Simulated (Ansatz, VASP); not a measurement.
Mo: VASP beside Ansatz

```
CELL_PARAMETERS angstrom
-1.56377 1.56377 1.56377
1.56377 -1.56377 1.56377
1.56377 1.56377 -1.56377
ATOMIC_POSITIONS crystal
Mo 0.00000 0.00000 0.00000
```

Alike in both runs: functional PBEsol; k mesh 10 × 10 × 10; occupations gaussian, width 0.1 eV; no spin polarisation.

Ansatz relaxed the structure, and its values are those at the end. VASP's run is a single point on that final structure, the one shown.

|  | VASP | Ansatz |
| --- | --- | --- |
| version | VASP 6.6.1 | Ansatz 0.2.0 |
| potentials or method | VASP PAW PBE potentials, release 64 (Mo_sv), cutoff 520 eV | scalar-relativistic, plane waves, PAW |
| valence electrons in the cell | 14 | 14 |

```csv
,VASP,Ansatz,Ansatz less VASP
gap on the k mesh at the Fermi level (eV),none,none,-
pressure (GPa),0.5,-0.1,-0.59
```

VASP's potentials were made for PBE, not for PBEsol. A gap of «none» marks a metal or a gap that the smearing closes. The functional is the same, so the differences come from potentials, cutoffs and numerics.
